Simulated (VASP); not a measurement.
# MoS2 (P-3m1) in VASP: a series of runs

The runs below take MoS2 through single point, with LDA.

Everything below comes from runs of VASP 6.6.1. Logs are shortened: lines on timing, memory, paths and dates and some standing lists are left out, and cuts for length are marked.

## (1) The cell of the first run

It takes space group P-3m1 (No. 164, trigonal). Conventional cell: a = 3.131 Å, b = 3.131 Å, c = 6.709 Å, α = 90.00°, β = 90.00°, γ = 120.00°. Mo (site symmetry -3m) has 6 S at 2.44 Å and 6 Mo at 3.13 Å within 3.2 Å. S (site symmetry 3m) has 3 Mo at 2.44 Å and 6 S at 3.13 Å within 3.2 Å.

## (2) Single point, LDA

Contents of INCAR:

```
PREC = Accurate ; ENCUT = 520
EDIFF = 1E-6 ; ISMEAR = 0
SIGMA = 0.15 ; LREAL = False
LASPH = True ; NELM = 80
ALGO = Normal ; ISIF = 2
LWAVE = False ; LCHARG = False
GGA = CA ; NBANDS = 20
```

Contents of KPOINTS:

```
Automatic mesh
0
Gamma
  12 12 6
```

Contents of POSCAR:

```
MoS2
1.0
    3.1306410500      0.0000000000      0.0000000000
   -1.5653200400      2.7112140200      0.0000000000
    0.0000000000      0.0000000000      6.7089733234
Mo S
1 2
Direct
    0.0000000000      0.0000000000      0.5000000000
    0.3333333333      0.6666666667      0.2553190000
    0.6666666667      0.3333333333      0.7446810000
```

Potentials or basis: VASP PAW LDA potentials, release 64 (Mo_sv, S).

Command:

```console
> cat potpaw_LDA.64/Mo_sv/POTCAR potpaw_LDA.64/S/POTCAR > POTCAR
> mpirun -np 1 vasp_std > vasp.out
```

OUTCAR:

```text
PREC = Accurate
   ENCUT = 520
   EDIFF = 1E-6
   ISMEAR = 0
   LREAL = False
   LASPH = True
   NELM = 80
   ISIF = 2
   GGA = CA

 ion  position               nearest neighbor table
   1  0.000  0.000  0.500-   2 2.44   3 2.44   3 2.44   2 2.44   3 2.44   2 2.44
   2  0.333  0.667  0.255-   1 2.44   1 2.44   1 2.44
   3  0.667  0.333  0.745-   1 2.44   1 2.44   1 2.44

  LATTYP: Found a hexagonal cell.
 ALAT       =     3.1306410500
 C/A-ratio  =     2.1430030515

  Lattice vectors:

 A1 = (   3.1306410500,   0.0000000000,   0.0000000000)
 A2 = (  -1.5653200400,   2.7112140200,   0.0000000000)
 A3 = (   0.0000000000,   0.0000000000,   6.7089733234)

Analysis of symmetry for initial positions (statically):
=====================================================================
 Subroutine PRICEL returns:
 Original cell was already a primitive cell.

 Routine SETGRP: Setting up the symmetry group for a
 hexagonal supercell.

 Subroutine GETGRP returns: Found 12 space group operations
 (whereof 12 operations were pure point group operations)
 out of a pool of 24 trial point group operations.

The static configuration has the point symmetry D_3d.

Analysis of symmetry for dynamics (positions and initial velocities):
=====================================================================
 Subroutine PRICEL returns:
 Original cell was already a primitive cell.

 Routine SETGRP: Setting up the symmetry group for a
 hexagonal supercell.

 Subroutine GETGRP returns: Found 12 space group operations
 (whereof 12 operations were pure point group operations)
 out of a pool of 24 trial point group operations.

The dynamic configuration has the point symmetry D_3d.

 Subroutine INISYM returns: Found 12 space group operations
 (whereof 12 operations are pure point group operations),
 and found     1 'primitive' translations

----------------------------------------------------------------------------------------

                                     Primitive cell

  volume of cell :      56.9447

  direct lattice vectors                    reciprocal lattice vectors
     3.130641050  0.000000000  0.000000000     0.319423397  0.184419172  0.000000000
    -1.565320040  2.711214020  0.000000000     0.000000000  0.368838459  0.000000000
     0.000000000  0.000000000  6.708973323     0.000000000  0.000000000  0.149054103

  length of vectors
     3.130641050  3.130640236  6.708973323     0.368838363  0.368838459  0.149054103

  position of ions in fractional coordinates (direct lattice)
     0.000000000  0.000000000  0.500000000
     0.333333333  0.666666667  0.255319000
     0.666666667  0.333333333  0.744681000

  ion indices of the primitive-cell ions
   primitive index   ion index
                 1           1
                 2           2
                 3           3

----------------------------------------------------------------------------------------

 KPOINTS: Automatic mesh

Automatic generation of k-mesh.
 Grid dimensions read from file:
 generate k-points for:   12   12    6

 Generating k-lattice:

  Cartesian coordinates                     Fractional coordinates (reciprocal lattice)
     0.026618616  0.015368264  0.000000000     0.083333333  0.000000000  0.000000000
     0.000000000  0.030736538  0.000000000     0.000000000  0.083333333  0.000000000
     0.000000000  0.000000000  0.024842350     0.000000000  0.000000000  0.166666667

  Length of vectors
     0.030736530  0.030736538  0.024842350

  Shift w.r.t. Gamma in fractional coordinates (k-lattice)
     0.000000000  0.000000000  0.000000000

 Subroutine IBZKPT returns following result:
 ===========================================

 Found    100 irreducible k-points:

 Following reciprocal coordinates:
            Coordinates               Weight
  0.000000  0.000000  0.000000      1.000000
  0.083333 -0.000000  0.000000      6.000000
  0.166667 -0.000000  0.000000      6.000000
  0.250000 -0.000000  0.000000      6.000000
  0.333333 -0.000000  0.000000      6.000000
  0.416667 -0.000000  0.000000      6.000000
[... 16 lines left out ...]
  0.166667 -0.000000  0.166667      6.000000
  0.000000  0.166667  0.166667      6.000000
 [... further k-points ...]
   k-points           NKPTS =    100   k-points in BZ     NKDIM =    100   number of bands    NBANDS=     20
   number of dos      NEDOS =    301   number of ions     NIONS =      3
   total plane-waves  NPLWV =  28800
   dimension x,y,z NGX =    24 NGY =   24 NGZ =   50
   dimension x,y,z NGXF=    48 NGYF=   48 NGZF=  100
   ions per type =               1   2
   NGX,Y,Z   is equivalent  to a cutoff of  12.74, 12.74, 12.39 a.u.
   NGXF,Y,Z  is equivalent  to a cutoff of  25.49, 25.49, 24.78 a.u.
 SYSTEM =  unknown system
   PREC   = accura    normal or accurate (medium, high low for compatibility)
   ISTART =      0    job   : 0-new  1-cont  2-samecut
   ICHARG =      2    charge: 1-file 2-atom 10-const
   ISPIN  =      1    spin polarized calculation?
   LNONCOLLINEAR =      F non collinear calculations
   LSORBIT =      F    spin-orbit coupling
   LASPH  =      T    aspherical Exc in radial PAW
   ENCUT  =  520.0 eV  38.22 Ry    6.18 a.u.   5.82  5.82 12.47*2*pi/ulx,y,z
   NELM   =     80;   NELMIN=  2; NELMDL= -5     # of ELM steps
   EDIFF  = 0.1E-05   stopping-criterion for ELM
   LREAL  =      F    real-space projection
   EDIFFG = 0.1E-04   stopping-criterion for IOM
   NSW    =      0    number of steps for IOM
   IBRION =     -1    ionic relax: 0-MD 1-quasi-New 2-CG
   NFREE  =      0    steps in history (QN), initial steepest desc. (CG)
   ISIF   =      2    stress and relaxation
   ISYM   =      2    0-nonsym 1-usesym 2-fastsym
   POTIM  = 0.5000    time-step for ionic-motion
   TEBEG  =    0.0;   TEEND  =   0.0 temperature during run
   PSTRESS=    0.0 pullay stress
   NELECT =      26.0000    total number of electrons
   NUPDOWN=      -1.0000    fix difference up-down
   EMIN   =  10.00;   EMAX   =-10.00  energy-range for DOS
   EFERMI =   0.00;   METHOD = LEGACY
   ISMEAR =     0;   SIGMA  =   0.15  broadening in eV -4-tet -1-fermi 0-gaus
   EFERMI_NEDOS =   21; number of points for ismear=-14 and -15
   IALGO  =     38    algorithm
   IMIX   =      4    mixing-type and parameters
     AMIX     =   0.40;   BMIX     =  1.00
     AMIX_MAG =   1.60;   BMIX_MAG =  1.00
  volume/ion in A,a.u.               =      18.98       128.09
  Fermi-wavevector in a.u.,A,eV,Ry     =   1.260612  2.382212 21.621611  1.589144
  Thomas-Fermi vector in A             =   2.394113
   LORBIT       =      0    0 simple, 1 ext, 2 COOP (PROOUT), +10 PAW based schemes
   GGA     = CA    functional components
   LHFCALC =     F    Hartree Fock is set to
   AEXX    =    0.0000 exact exchange contribution
   IVDW    =     0    specifies the selected vdW correction
   LEPSILON=     F    determine dielectric tensor
   LRPA    =     F    only Hartree local field effects (RPA)
 non-spin polarized calculation
 Gauss-broadening in eV      SIGMA  =   0.15
  energy-cutoff  :      520.00
  volume of cell :       56.94
 maximum number of plane-waves:      1546
   NGX = 11   NGY = 11   NGZ = 25

 number of electron      26.0000004 magnetization

 Free energy of the ion-electron system (eV)
  ---------------------------------------------------
  ext. energy  EPLUGINS =         0.00000000
  ---------------------------------------------------
  free energy    TOTEN  =       -23.54578284 eV

  energy without entropy =      -23.53114099  energy(sigma->0) =      -23.53846191

 E-fermi :   6.7457     XC(G=0): -10.7479

 val. band max:        6.7393282052   @ k =  -0.2500  -0.4167   0.1667
 cond. band min:       6.7489349557   @ k =   0.1667   0.1667   0.3333
 fundamental gap:      0.0096067505
 Fermi energy:         6.7457179625

 k-point     1 :       0.0000    0.0000    0.0000
  band No.  band energies     occupation
      1     -54.6023      2.00000
      2     -28.8876      2.00000
      3     -28.7088      2.00000
      4     -28.7088      2.00000
      5      -8.0960      2.00000
      6      -6.8775      2.00000
[... 12 lines left out ...]
     19      13.3386      0.00000
     20      16.2328      0.00000

 k-point     2 :       0.0833   -0.0000    0.0000
  band No.  band energies     occupation
      1     -54.5991      2.00000
      2     -28.8819      2.00000
      3     -28.7384      2.00000
      4     -28.7156      2.00000
      5      -7.9823      2.00000
      6      -6.8341      2.00000
[... 12 lines left out ...]
     19      13.8937      0.00000
     20      16.0460      0.00000

 k-point     3 :       0.1667   -0.0000    0.0000
  band No.  band energies     occupation
      1     -54.5906      2.00000
      2     -28.8664      2.00000
      3     -28.8186      2.00000
      4     -28.7341      2.00000
      5      -7.6563      2.00000
      6      -6.7104      2.00000
[... 12 lines left out ...]
     19      14.7571      0.00000
     20      15.6700      0.00000

 k-point     4 :       0.2500   -0.0000    0.0000
  band No.  band energies     occupation
      1     -54.5788      2.00000
      2     -28.9270      2.00000
      3     -28.8447      2.00000
      4     -28.7592      2.00000
      5      -7.1702      2.00000
      6      -6.5206      2.00000
[... 12 lines left out ...]
     19      14.2687      0.00000
     20      14.9409      0.00000

 k-point     5 :       0.3333   -0.0000    0.0000
  band No.  band energies     occupation
      1     -54.5671      2.00000
      2     -29.0334      2.00000
      3     -28.8233      2.00000
      4     -28.7842      2.00000
      5      -6.6635      2.00000
      6      -6.2459      2.00000
[... 12 lines left out ...]
     19      13.8095      0.00000
     20      14.3485      0.00000
[... 353 lines left out ...]
      6      -6.8800      2.00000
[... 12 lines left out ...]
     19      13.9790      0.00000
     20      15.8674      0.00000

 k-point    22 :       0.0000    0.0833    0.1667
  band No.  band energies     occupation
      1     -54.5991      2.00000
      2     -28.8819      2.00000
      3     -28.7384      2.00000
      4     -28.7156      2.00000
      5      -7.9525      2.00000
      6      -6.8811      2.00000
[... 12 lines left out ...]
     19      14.0029      0.00000
     20      16.0293      0.00000

 k-point    23 :       0.1667   -0.0000    0.1667
  band No.  band energies     occupation
      1     -54.5906      2.00000
      2     -28.8664      2.00000
      3     -28.8186      2.00000
      4     -28.7341      2.00000
      5      -7.6311      2.00000
      6      -6.7463      2.00000
[... 12 lines left out ...]
     19      14.6309      0.00000
     20      15.3159      0.00000

 k-point    24 :       0.0000    0.1667    0.1667
  band No.  band energies     occupation
      1     -54.5906      2.00000
      2     -28.8664      2.00000
      3     -28.8186      2.00000
      4     -28.7341      2.00000
      5      -7.6249      2.00000
      6      -6.7560      2.00000
[... 12 lines left out ...]
     19      14.8969      0.00000
     20      15.9295      0.00000

 [... further k-points ...]
[... 5 lines left out ...]
  --------------------------------------------------------------------------------------
  -------------------------------------------------------------------------------------
  Total       -2.0683493     -2.0683483     -3.4046470     -0.0000004      0.0000000      0.0000000
  in kB      -58.1944163    -58.1943880    -95.7920634     -0.0000104      0.0000000      0.0000000
  external PRESSURE =     -70.7269559 kB  Pullay stress =       0.0000000 kB

 VOLUME and BASIS-vectors are now :
 -----------------------------------------------------------------------------
  energy-cutoff  :      520.00
  volume of cell :       56.94
      direct lattice vectors                 reciprocal lattice vectors
     3.130641050  0.000000000  0.000000000     0.319423397  0.184419172  0.000000000
    -1.565320040  2.711214020  0.000000000     0.000000000  0.368838459  0.000000000
     0.000000000  0.000000000  6.708973323     0.000000000  0.000000000  0.149054103

 POSITION                                       TOTAL-FORCE (eV/Angst)
 -----------------------------------------------------------------------------------
      0.00000      0.00000      3.35449        -0.000000      0.000000      0.000000
      0.00000      1.80748      1.71293        -0.000000      0.000000      0.824557
      1.56532      0.90374      4.99604         0.000000     -0.000000     -0.824557
 -----------------------------------------------------------------------------------
    total drift:                                0.000000      0.000000      0.000000

  FREE ENERGIE OF THE ION-ELECTRON SYSTEM (eV)
  ---------------------------------------------------
  free  energy   TOTEN  =       -23.5457828364 eV

  energy  without entropy=      -23.5311409909  energy(sigma->0) =      -23.53846191
```

Run time: 29 s. Hardware: 1 thread of Intel Xeon 6975P-C (Granite Rapids), shared host; peak memory 0.22 GiB.

Results:

```yaml
Free_energy: -23.5458 eV
Pressure: -7.1 GPa
Largest_force: 0.825 eV/Å
Band_gap_on_the_k_mesh: zero (band 13 reaches 7.33 eV, above the bottom of band 14 at 6.65 eV)
```

Forces in eV/Å, atoms in the order of the input:
```
Mo   0.000  0.000  0.000
S    0.000  0.000  0.825
S    0.000  0.000 -0.825
```

Stress tensor (GPa, compression positive):
```
-5.82  0.00  0.00
 0.00 -5.82  0.00
 0.00  0.00 -9.58
```

## (3) Single point, LDA

This run uses another cell than the first one, of the same volume but with other edges.

Contents of INCAR:

```
PREC     = Accurate       # precision mode
ENCUT    = 520            # plane-wave cutoff, eV
EDIFF    = 1E-6           # SCF threshold, eV
ISMEAR   = 0              # smearing method
SIGMA    = 0.15           # smearing width, eV
LREAL    = F              # projectors in reciprocal space
LASPH    = T              # aspherical terms in the spheres
NELM     = 80             # most SCF steps
ALGO     = Normal         # electronic algorithm
ISIF     = 2              # what is computed and relaxed
LWAVE    = F              # write WAVECAR
LCHARG   = T              # write CHGCAR
GGA      = CA             # functional
LELF     = T              # ELF
LVHAR    = T            
NBANDS   = 20             # bands
```

Contents of KPOINTS:

```
regular mesh
0
Gamma
  12 12 6
```

Contents of POSCAR:

```
MoS2
1.0
    3.1790530250      0.0000000000      0.0000000000
   -1.5895260200      2.7531400100      0.0000000000
    0.0000000000      0.0000000000      6.5061949548
Mo S
1 2
Direct
    0.0000000000      0.0000000000      0.5000000000
    0.3333333333      0.6666666667      0.2553190000
    0.6666666667      0.3333333333      0.7446810000
```

Potentials or basis: VASP PAW LDA potentials, release 64 (Mo_sv, S).

Command:

```console
> cat potpaw_LDA.64/Mo_sv/POTCAR potpaw_LDA.64/S/POTCAR > POTCAR
> mpirun -np 1 vasp_std > vasp.out
```

Run time: 28 s. Hardware: 1 thread of Intel Xeon 6975P-C (Granite Rapids), shared host; peak memory 0.22 GiB.

It converged, with:

* Free energy: -23.5660 eV
* Pressure: -6.4 GPa
* Largest force: 0.465 eV/Å
* Band gap on the k mesh: zero (band 13 reaches 7.47 eV, above the bottom of band 14 at 6.61 eV)

Forces on the atoms (eV/Å):
```
Mo   0.000  0.000  0.000
S    0.000  0.000  0.465
S    0.000  0.000 -0.465
```

Levels at points of the mesh, in eV from the Fermi level:
```
           k point  band 11  band 12  band 13  band 14  band 15  band 16
(0.00, 0.00, 0.00)    -1.38    -0.87    -0.87    -0.11    -0.11     3.16
(0.50, 0.00, 0.00)    -3.12    -1.93    -1.58     1.15     1.76     3.52
(0.00, 0.00, 0.50)    -0.88    -0.88    -0.39    -0.16    -0.16     3.27
(0.50, 0.00, 0.50)    -2.44    -2.28    -1.45     1.15     1.84     3.25
```

## (4) Single point, LDA

This run uses another cell than the first one, of the same volume but with other edges.

Contents of INCAR:

```
SYSTEM = MoS2
  ALGO = Normal
  EDIFF = 1E-6
  ENCUT = 520
  GGA = CA
  ISIF = 2
  ISMEAR = 0
  LASPH = .True.
  LCHARG = .False.
  LREAL = .False.
  LWAVE = .False.
  NBANDS = 20
  NELM = 80
  PREC = Accurate
  SIGMA = 0.15
```

Contents of KPOINTS:

```
k-points
0
Gamma
  12 12 6
  0 0 0
```

Contents of POSCAR:

```
MoS2
1.0
    3.2274650000      0.0000000000      0.0000000000
   -1.6137320000      2.7950660000      0.0000000000
    0.0000000000      0.0000000000      6.3124730000
Mo S
1 2
Direct
    0.0000000000      0.0000000000      0.5000000000
    0.3333333333      0.6666666667      0.2553190000
    0.6666666667      0.3333333333      0.7446810000
```

Command:

```console
> cat potpaw_LDA.64/Mo_sv/POTCAR potpaw_LDA.64/S/POTCAR > POTCAR
> mpirun -np 1 vasp_std > vasp.out
```

It took 27 s on 1 thread of Intel Xeon 6975P-C (Granite Rapids), shared host; peak memory 0.22 GiB.

It converged, with:

```
Free energy            : -23.5488 eV
Pressure               : -5.8 GPa
Largest force          : 0.138 eV/Å
Band gap on the k mesh : zero (band 13 reaches 7.37 eV, above the bottom of band 14 at 6.40 eV)
```

Forces on the atoms (eV/Å):
```
Mo   0.000  0.000  0.000
S    0.000  0.000  0.138
S    0.000  0.000 -0.138
```

Stress tensor (GPa, compression positive):
```
-6.86  0.00  0.00
 0.00 -6.86  0.00
 0.00  0.00 -3.72
```

Levels at points of the mesh, in eV from the Fermi level:
| k point | band 9 | band 10 | band 11 | band 12 | band 13 | band 14 | band 15 | band 16 | band 17 | band 18 |
| --- | --- | --- | --- | --- | --- | --- | --- | --- | --- | --- |
| (0.00, 0.00, 0.00) | -4.04 | -1.81 | -1.11 | -0.97 | -0.97 | -0.30 | -0.30 | 3.19 | 3.19 | 5.98 |
| (0.50, 0.00, 0.00) | -4.75 | -4.10 | -3.18 | -1.75 | -1.73 | 0.92 | 1.68 | 3.63 | 3.73 | 5.54 |
| (0.00, 0.00, 0.50) | -4.03 | -3.63 | -0.98 | -0.98 | -0.37 | -0.37 | -0.07 | 3.35 | 3.35 | 5.98 |
| (0.50, 0.00, 0.50) | -4.75 | -4.15 | -2.37 | -2.13 | -1.60 | 0.92 | 1.70 | 3.29 | 4.45 | 4.77 |

## (5) The runs side by side

```tsv
cell	gap on the mesh (eV)	pressure (GPa)	largest force (eV/Å)
a = 3.131, b = 3.131, c = 6.709 Å, angles 90.0, 90.0, 120.0°, 3 atoms	none	-7.1	0.82
a = 3.179, b = 3.179, c = 6.506 Å, angles 90.0, 90.0, 120.0°, 3 atoms	none	-6.4	0.46
a = 3.227, b = 3.227, c = 6.312 Å, angles 90.0, 90.0, 120.0°, 3 atoms	none	-5.8	0.14
```

Alike in all rows: task single point; level LDA; potentials or basis VASP PAW LDA potentials, release 64 (Mo_sv, S); no spin polarisation; k mesh 12 × 12 × 6; cutoff (eV) 520; smearing gaussian 0.15 eV.

Total energies depend on the potentials used, so only differences within one code and one set of settings carry meaning.
